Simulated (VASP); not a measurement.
Set up this calculation in VASP 6.6.1, as the native input.

- Task: electric field gradients
- Functional: r2SCAN
- Potentials or basis: VASP PAW PBE potentials, release 64 (Bi_d, Te)
- Cutoff: 520 eV
- k mesh: 10 × 10 × 10
- Occupations: fermi-dirac, width 0.05 eV
- Spin: no spin polarisation
- Dipole correction: no
- Further INCAR settings: ALGO = Normal; EDIFF = 1e-08; NBANDS = 18

BiTe:

```
Bi Te
1.0
     0.00000    3.30666    3.30666
     3.30666    0.00000    3.30666
     3.30666    3.30666    0.00000
Bi Te
1 1
Direct
  0.00000 0.00000 0.00000
  0.50000 0.50000 0.50000
```

These files were run (other wordings do the same):

POSCAR

```
BiTe
1.0
    0.0000000000      3.3066585300      3.3066585300
    3.3066585300      0.0000000000      3.3066585300
    3.3066585300      3.3066585300      0.0000000000
Bi Te
1 1
Direct
    0.0000000000      0.0000000000      0.0000000000
    0.5000000000      0.5000000000      0.5000000000
```

INCAR.step1

```
PREC = Accurate
ENCUT = 520
ISMEAR = -1
SIGMA = 0.05
LREAL = F
LASPH = T
NELM = 60
NBANDS = 18
GGA = PE
ALGO = Normal
EDIFF = 1E-4
LWAVE = T
LCHARG = F
```

INCAR.step2

```
PREC = Accurate
ENCUT = 520
EDIFF = 1E-8
ISMEAR = -1
SIGMA = 0.05
LREAL = F
LASPH = T
NELM = 60
ALGO = Normal
ISIF = 2
LWAVE = F
LCHARG = F
METAGGA = R2SCAN
LMIXTAU = T
LEFG = T
NBANDS = 18
ISTART = 1
```

KPOINTS

```
Automatic mesh
0
Gamma
  10 10 10
```

Potentials or basis: VASP PAW PBE potentials, release 64 (Bi_d, Te).

Launch:

```bash
$ cat potpaw_PBE.64/Bi_d/POTCAR potpaw_PBE.64/Te/POTCAR > POTCAR
$ cp INCAR.step1 INCAR
$ mpirun -np 1 vasp_std > vasp.out
$ cp INCAR.step2 INCAR
$ mpirun -np 1 vasp_std > vasp.out
```

It gave:

```json
{
 "Pressure": "-2.9 GPa",
 "Band gap on the k mesh": "zero (an odd number of electrons rules out a gap without spin polarisation)",
 "Largest electric field gradient by atom": "zero within the noise of the run"
}
```

Caveat: the PAW data sets were made with another functional, which shifts forces and pressure a little; spin-orbit coupling is left out, which moves the levels of the heavy elements.

Wall time 3.5 min on 1 thread of Intel(R) Xeon(R) Platinum 8488C (Sapphire Rapids), on a shared host, peak memory 0.25 GiB.
